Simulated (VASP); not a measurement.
# LaTaO (P4/nmm) in VASP: single point with PBE

Aim: the single point of LaTaO with PBE.

All numbers are computed with VASP 6.6.1; they aren't measurements. Logs are shortened: lines on timing, memory, paths and dates and some standing lists are left out, and cuts for length are marked.

**1. The cell of the first run**

It takes space group P4/nmm (No. 129, tetragonal). The conventional cell has a = 4.553 Å, b = 4.553 Å, c = 5.990 Å, α = 90.00°, β = 90.00°, γ = 90.00°. Within 3.3 Å of La (site symmetry -4m2) lie 4 O at 2.42 Å and 4 La at 3.22 Å. Within 2.6 Å of Ta (site symmetry 4mm) lie 1 O at 1.97 Å. Within 2.6 Å of O (site symmetry 4mm) lie 1 Ta at 1.97 Å and 4 La at 2.42 Å.

The cell was generated, and may not be a known phase.

**2. Single point, PBE**

Input file INCAR:

```
ALGO = Normal ; EDIFF = 1E-6
ENCUT = 700 ; GGA = PE
GGA_COMPAT = F ; ISIF = 2
ISMEAR = 0 ; LASPH = T
LCHARG = T ; LELF = T
LMAXMIX = 6 ; LREAL = F
LVHAR = T ; LWAVE = F
NBANDS = 39 ; NELM = 200
PREC = Accurate ; SIGMA = 0.1
```

Input file KPOINTS:

```
k-points
0
Gamma
  8 8 6
```

Input file POSCAR:

```
LaTaO
1.0
    4.5530787938      0.0000000000      0.0000000000
    0.0000000000      4.5530787938      0.0000000000
    0.0000000000      0.0000000000      5.9898192096
La Ta O
2 2 2
Direct
    0.0000000000      0.0000000000      0.0000000000
    0.5000000000      0.5000000000      0.0000000000
    0.5000000000      0.0000000000      0.5340324625
    0.0000000000      0.5000000000      0.4659675375
    0.5000000000      0.0000000000      0.8630614024
    0.0000000000      0.5000000000      0.1369385976
```

Potentials or basis: VASP PAW PBE potentials, release 64 (La, Ta_sv_GW, O).

Command:

```console
$ cat potpaw_PBE.64/La/POTCAR potpaw_PBE.64/Ta_sv_GW/POTCAR potpaw_PBE.64/O/POTCAR > POTCAR
$ mpirun -np 1 vasp_std > vasp.out
```

OUTCAR:

```text
EDIFF = 1E-6
   ENCUT = 700
   GGA = PE
   ISIF = 2
   ISMEAR = 0
   LASPH = T
   LREAL = F
   NELM = 200
   PREC = Accurate

 ion  position               nearest neighbor table
   1  0.000  0.000  0.000-   5 2.42   6 2.42   6 2.42   5 2.42   2 3.22   2 3.22   2 3.22   2 3.22

   2  0.500  0.500  0.000-   5 2.42   6 2.42   5 2.42   6 2.42   1 3.22   1 3.22   1 3.22   1 3.22

   3  0.500  0.000  0.534-   5 1.97   4 3.25   4 3.25   4 3.25   4 3.25
   4  0.000  0.500  0.466-   6 1.97   3 3.25   3 3.25   3 3.25   3 3.25
   5  0.500  0.000  0.863-   3 1.97   2 2.42   1 2.42   2 2.42   1 2.42
   6  0.000  0.500  0.137-   4 1.97   2 2.42   1 2.42   1 2.42   2 2.42

  LATTYP: Found a simple tetragonal cell.
 ALAT       =     4.5530787938
 C/A-ratio  =     1.3155536025

  Lattice vectors:

 A1 = (   4.5530787938,   0.0000000000,   0.0000000000)
 A2 = (   0.0000000000,   4.5530787938,   0.0000000000)
 A3 = (   0.0000000000,   0.0000000000,   5.9898192096)

Analysis of symmetry for initial positions (statically):
=====================================================================
 Subroutine PRICEL returns:
 Original cell was already a primitive cell.

 Routine SETGRP: Setting up the symmetry group for a
 simple tetragonal supercell.

 Subroutine GETGRP returns: Found 16 space group operations
 (whereof  8 operations were pure point group operations)
 out of a pool of 16 trial point group operations.

The static configuration has the point symmetry D_2d.
 The point group associated with its full space group is D_4h.

Analysis of symmetry for dynamics (positions and initial velocities):
=====================================================================
 Subroutine PRICEL returns:
 Original cell was already a primitive cell.

 Routine SETGRP: Setting up the symmetry group for a
 simple tetragonal supercell.

 Subroutine GETGRP returns: Found 16 space group operations
 (whereof  8 operations were pure point group operations)
 out of a pool of 16 trial point group operations.

The dynamic configuration has the point symmetry D_2d.
 The point group associated with its full space group is D_4h.

 Subroutine INISYM returns: Found 16 space group operations
 (whereof  8 operations are pure point group operations),
 and found     1 'primitive' translations

----------------------------------------------------------------------------------------

                                     Primitive cell

  volume of cell :     124.1721

  direct lattice vectors                    reciprocal lattice vectors
     4.553078794  0.000000000  0.000000000     0.219631604  0.000000000  0.000000000
     0.000000000  4.553078794  0.000000000     0.000000000  0.219631604  0.000000000
     0.000000000  0.000000000  5.989819210     0.000000000  0.000000000  0.166949947

  length of vectors
     4.553078794  4.553078794  5.989819210     0.219631604  0.219631604  0.166949947

  position of ions in fractional coordinates (direct lattice)
     0.000000000  0.000000000  0.000000000
     0.500000000  0.500000000  0.000000000
     0.500000000  0.000000000  0.534032463
     0.000000000  0.500000000  0.465967537
     0.500000000  0.000000000  0.863061402
     0.000000000  0.500000000  0.136938598

  ion indices of the primitive-cell ions
   primitive index   ion index
                 1           1
                 2           2
                 3           3
                 4           4
                 5           5
                 6           6

----------------------------------------------------------------------------------------

 KPOINTS: k-points

Automatic generation of k-mesh.
 Grid dimensions read from file:
 generate k-points for:    8    8    6

 Generating k-lattice:

  Cartesian coordinates                     Fractional coordinates (reciprocal lattice)
     0.027453951  0.000000000  0.000000000     0.125000000  0.000000000  0.000000000
     0.000000000  0.027453951  0.000000000     0.000000000  0.125000000  0.000000000
     0.000000000  0.000000000  0.027824991     0.000000000  0.000000000  0.166666667

  Length of vectors
     0.027453951  0.027453951  0.027824991

  Shift w.r.t. Gamma in fractional coordinates (k-lattice)
     0.000000000  0.000000000  0.000000000

 Subroutine IBZKPT returns following result:
 ===========================================

 Found     60 irreducible k-points:

 Following reciprocal coordinates:
            Coordinates               Weight
  0.000000  0.000000  0.000000      1.000000
  0.125000  0.000000  0.000000      4.000000
  0.250000  0.000000  0.000000      4.000000
  0.375000  0.000000  0.000000      4.000000
  0.500000  0.000000  0.000000      2.000000
  0.125000  0.125000  0.000000      4.000000
[... 16 lines left out ...]
  0.375000  0.125000  0.166667     16.000000
  0.500000  0.125000  0.166667      8.000000
 [... further k-points ...]
   k-points           NKPTS =     60   k-points in BZ     NKDIM =     60   number of bands    NBANDS=     39
   number of dos      NEDOS =    301   number of ions     NIONS =      6
   total plane-waves  NPLWV =  86400
   dimension x,y,z NGX =    40 NGY =   40 NGZ =   54
   dimension x,y,z NGXF=    80 NGYF=   80 NGZF=  108
   ions per type =               2   2   2
   NGX,Y,Z   is equivalent  to a cutoff of  14.61, 14.61, 14.99 a.u.
   NGXF,Y,Z  is equivalent  to a cutoff of  29.21, 29.21, 29.98 a.u.
 SYSTEM =  unknown system
   PREC   = accura    normal or accurate (medium, high low for compatibility)
   ISTART =      0    job   : 0-new  1-cont  2-samecut
   ICHARG =      2    charge: 1-file 2-atom 10-const
   ISPIN  =      1    spin polarized calculation?
   LNONCOLLINEAR =      F non collinear calculations
   LSORBIT =      F    spin-orbit coupling
   LASPH  =      T    aspherical Exc in radial PAW
   ENCUT  =  700.0 eV  51.45 Ry    7.17 a.u.   9.82  9.82 12.92*2*pi/ulx,y,z
   NELM   =    200;   NELMIN=  2; NELMDL= -5     # of ELM steps
   EDIFF  = 0.1E-05   stopping-criterion for ELM
   LREAL  =      F    real-space projection
   EDIFFG = 0.1E-04   stopping-criterion for IOM
   NSW    =      0    number of steps for IOM
   IBRION =     -1    ionic relax: 0-MD 1-quasi-New 2-CG
   NFREE  =      0    steps in history (QN), initial steepest desc. (CG)
   ISIF   =      2    stress and relaxation
   ISYM   =      2    0-nonsym 1-usesym 2-fastsym
   POTIM  = 0.5000    time-step for ionic-motion
   TEBEG  =    0.0;   TEEND  =   0.0 temperature during run
   PSTRESS=    0.0 pullay stress
   NELECT =      60.0000    total number of electrons
   NUPDOWN=      -1.0000    fix difference up-down
   EMIN   =  10.00;   EMAX   =-10.00  energy-range for DOS
   EFERMI =   0.00;   METHOD = LEGACY
   ISMEAR =     0;   SIGMA  =   0.10  broadening in eV -4-tet -1-fermi 0-gaus
   EFERMI_NEDOS =   21; number of points for ismear=-14 and -15
   IALGO  =     38    algorithm
   IMIX   =      4    mixing-type and parameters
     AMIX     =   0.40;   BMIX     =  1.00
     AMIX_MAG =   1.60;   BMIX_MAG =  1.00
  volume/ion in A,a.u.               =      20.70       139.66
  Fermi-wavevector in a.u.,A,eV,Ry     =   1.284647  2.427631 22.453948  1.650319
  Thomas-Fermi vector in A             =   2.416829
   LORBIT       =      0    0 simple, 1 ext, 2 COOP (PROOUT), +10 PAW based schemes
   GGA     = PE    functional components
   LHFCALC =     F    Hartree Fock is set to
   AEXX    =    0.0000 exact exchange contribution
   IVDW    =     0    specifies the selected vdW correction
   LEPSILON=     F    determine dielectric tensor
   LRPA    =     F    only Hartree local field effects (RPA)
 non-spin polarized calculation
 Gauss-broadening in eV      SIGMA  =   0.10
  energy-cutoff  :      700.00
  volume of cell :      124.17
 maximum number of plane-waves:      5252
 NGX is ok and might be reduce to    40
   NGX = 19   NGY = 19   NGZ = 25

 number of electron      59.9999991 magnetization

 Free energy of the ion-electron system (eV)
  ---------------------------------------------------
  ext. energy  EPLUGINS =         0.00000000
  ---------------------------------------------------
  free energy    TOTEN  =       -55.12986791 eV

  energy without entropy =      -55.10863701  energy(sigma->0) =      -55.11925246

 E-fermi :   8.5128     XC(G=0): -10.8626

 val. band max:        8.5079087248   @ k =   0.1250   0.1250   0.3333
 cond. band min:       8.5187101640   @ k =   0.1250   0.1250   0.0000
 fundamental gap:      0.0108014392
 Fermi energy:         8.5127720674

 k-point     1 :       0.0000    0.0000    0.0000
  band No.  band energies     occupation
      1     -60.2457      2.00000
      2     -60.2286      2.00000
      3     -26.8493      2.00000
      4     -26.8176      2.00000
      5     -26.5824      2.00000
      6     -26.5824      2.00000
[... 31 lines left out ...]
     38      10.6401      0.00000
     39      10.9812      0.00000

 k-point     2 :       0.1250    0.0000    0.0000
  band No.  band energies     occupation
      1     -60.2450      2.00000
      2     -60.2293      2.00000
      3     -26.8481      2.00000
      4     -26.8188      2.00000
      5     -26.5757      2.00000
      6     -26.5753      2.00000
[... 31 lines left out ...]
     38      10.8457      0.00000
     39      10.9082      0.00000

 k-point     3 :       0.2500    0.0000    0.0000
  band No.  band energies     occupation
      1     -60.2431      2.00000
      2     -60.2311      2.00000
      3     -26.8447      2.00000
      4     -26.8221      2.00000
      5     -26.5565      2.00000
      6     -26.5551      2.00000
[... 31 lines left out ...]
     38      10.6240      0.00000
     39      10.8079      0.00000

 k-point     4 :       0.3750    0.0000    0.0000
  band No.  band energies     occupation
      1     -60.2404      2.00000
      2     -60.2339      2.00000
      3     -26.8395      2.00000
      4     -26.8272      2.00000
      5     -26.5273      2.00000
      6     -26.5249      2.00000
[... 31 lines left out ...]
     38      10.4901      0.00000
     39      10.7751      0.00000
[... 754 lines left out ...]
     38      10.5874      0.00000
     39      10.7323      0.00000

 k-point    23 :       0.3750    0.1250    0.1667
  band No.  band energies     occupation
      1     -60.2401      2.00000
      2     -60.2341      2.00000
      3     -26.8396      2.00000
      4     -26.8272      2.00000
      5     -26.5639      2.00000
      6     -26.4977      2.00000
[... 31 lines left out ...]
     38      10.5520      0.00000
     39      10.6661      0.00000

 k-point    24 :       0.5000    0.1250    0.1667
  band No.  band energies     occupation
      1     -60.2371      2.00000
      2     -60.2371      2.00000
      3     -26.8333      2.00000
      4     -26.8333      2.00000
      5     -26.5344      2.00000
      6     -26.5344      2.00000
[... 31 lines left out ...]
     38      10.2652      0.00000
     39      10.7411      0.00000

 [... further k-points ...]

------------------------ aborting loop because EDIFF is reached ----------------------------------------

  FORCE on cell =-STRESS in cart. coord.  units (eV):
  Direction    XX          YY          ZZ          XY          YZ          ZX
  --------------------------------------------------------------------------------------
  -------------------------------------------------------------------------------------
  Total       -0.2397442     -0.2397442     -0.0758276      0.0000000      0.0000000      0.0000000
  in kB       -3.0933895     -3.0933895     -0.9783939      0.0000000      0.0000000      0.0000000
  external PRESSURE =      -2.3883910 kB  Pullay stress =       0.0000000 kB

 VOLUME and BASIS-vectors are now :
 -----------------------------------------------------------------------------
  energy-cutoff  :      700.00
  volume of cell :      124.17
      direct lattice vectors                 reciprocal lattice vectors
     4.553078794  0.000000000  0.000000000     0.219631604  0.000000000  0.000000000
     0.000000000  4.553078794  0.000000000     0.000000000  0.219631604  0.000000000
     0.000000000  0.000000000  5.989819210     0.000000000  0.000000000  0.166949947

 POSITION                                       TOTAL-FORCE (eV/Angst)
 -----------------------------------------------------------------------------------
      0.00000      0.00000      0.00000         0.000000      0.000000      0.000000
      2.27654      2.27654      0.00000         0.000000     -0.000000      0.000000
      2.27654      0.00000      3.19876         0.000000      0.000000     -0.047051
      0.00000      2.27654      2.79106        -0.000000      0.000000      0.047051
      2.27654      0.00000      5.16958         0.000000     -0.000000      0.066313
      0.00000      2.27654      0.82024         0.000000      0.000000     -0.066313
 -----------------------------------------------------------------------------------
    total drift:                                0.000000      0.000000      0.000000

  FREE ENERGIE OF THE ION-ELECTRON SYSTEM (eV)
  ---------------------------------------------------
  free  energy   TOTEN  =       -55.1298679090 eV

  energy  without entropy=      -55.1086370073  energy(sigma->0) =      -55.11925246
```

It took 18 min on 1 thread of Intel Xeon Platinum 8259CL at 2.50GHz (Skylake/Cascade Lake), shared host; peak memory 0.61 GiB.

What came out:

```yaml
Free_energy: -55.1299 eV
Pressure: -0.2 GPa
Largest_force: 0.066 eV/Å
Band_gap_on_the_k_mesh: zero (bands 30 and 31 overlap by 0.87 eV)
```

Forces in eV/Å, atoms in the order of the input:
```
La   0.000  0.000  0.000
La   0.000  0.000  0.000
Ta   0.000  0.000 -0.047
Ta   0.000  0.000  0.047
O    0.000  0.000  0.066
O    0.000  0.000 -0.066
```

Caveat: spin-orbit coupling is left out, which moves the levels of the heavy elements.
